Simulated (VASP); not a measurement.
Set up this calculation in VASP 6.6.1, as the native input.

```
Task                   : relaxation of cell and atoms
Functional             : PBEsol
Potentials or basis    : VASP PAW PBE potentials, release 64 (Ta_pv, H)
Cutoff                 : 600 eV
k mesh                 : 8 × 8 × 8
Occupations            : gaussian, width 0.1 eV
Spin                   : no spin polarisation
Dipole correction      : no
Further INCAR settings : LREAL = Auto; ALGO = Normal; EDIFF = 1e-06; IBRION = 2; EDIFFG = -0.01; NSW = 80; ISIF = 3
```

The structure of Ta16H (a cell with a defect) lies in POSCAR:

```
Ta16H
1.0
    6.6400000000      0.0000000000      0.0000000000
    0.0000000000      6.6400000000      0.0000000000
    0.0000000000      0.0000000000      6.6400000000
Ta H
16 1
Direct
    0.0000000000      0.0000000000      0.0000000000
    0.2500000000      0.2500000000      0.2500000000
    0.0000000000      0.0000000000      0.5000000000
    0.2500000000      0.2500000000      0.7500000000
    0.0000000000      0.5000000000      0.0000000000
    0.2500000000      0.7500000000      0.2500000000
    0.0000000000      0.5000000000      0.5000000000
    0.2500000000      0.7500000000      0.7500000000
    0.5000000000      0.0000000000      0.0000000000
    0.7500000000      0.2500000000      0.2500000000
    0.5000000000      0.0000000000      0.5000000000
    0.7500000000      0.2500000000      0.7500000000
    0.5000000000      0.5000000000      0.0000000000
    0.7500000000      0.7500000000      0.2500000000
    0.5000000000      0.5000000000      0.5000000000
    0.7500000000      0.7500000000      0.7500000000
    0.2500000000      0.1250000000      0.0000000000
```

One way to write it, as run:

INCAR

```
SYSTEM = Ta16H
PREC     = Accurate       ! precision mode
ENCUT    = 600            ! plane-wave cutoff, eV
EDIFF    = 1E-6           ! SCF threshold, eV
ISMEAR   = 0              ! smearing method
SIGMA    = 0.1            ! smearing width, eV
LREAL    = Auto         
LASPH    = .True.         ! aspherical terms in the spheres
NELM     = 100            ! most SCF steps
ALGO     = Normal         ! electronic algorithm
ISIF     = 3              ! what is computed and relaxed
LWAVE    = .False.        ! write WAVECAR
LCHARG   = .False.        ! write CHGCAR
GGA      = PS             ! functional
IBRION   = 2              ! ionic algorithm
NSW      = 80             ! ionic steps
EDIFFG   = -0.01          ! ionic threshold
LUSENCCL = .False.
```

KPOINTS

```
regular mesh
0
Gamma
  8 8 8
  0 0 0
```

Potentials or basis: VASP PAW PBE potentials, release 64 (Ta_pv, H).

Launch:

```sh
$ cat potpaw_PBE.64/Ta_pv/POTCAR potpaw_PBE.64/H/POTCAR > POTCAR
$ mpirun -np 1 vasp_std > vasp.out
```

Results of the run:

```
Relaxed volume                        : 16.81 Å³/atom
Relaxed cell                          : a = 6.582 Å, b = 6.598 Å, c = 6.582 Å, α = 90.00°, β = 90.00°, γ = 90.00°
Space group after relaxing (to 0.1 Å) : P-4m2 (No. 115)
Energy gained by relaxing             : 15.5 meV/atom
Ionic steps                           : 13
Pressure after relaxing               : 0.0 GPa
Largest force after relaxing          : 0.007 eV/Å
Band gap on the k mesh                : zero (an odd number of electrons rules out a gap without spin polarisation)
```

Caveat: the PAW data sets were made with another functional, which shifts forces and pressure a little; spin-orbit coupling is left out, which moves the levels of the heavy elements.

Wall time 32 min on 1 × NVIDIA H100 80GB with 1 thread of AMD EPYC 7R13 Processor (Zen 3), with other jobs on the host, peak memory 2.6 GiB.
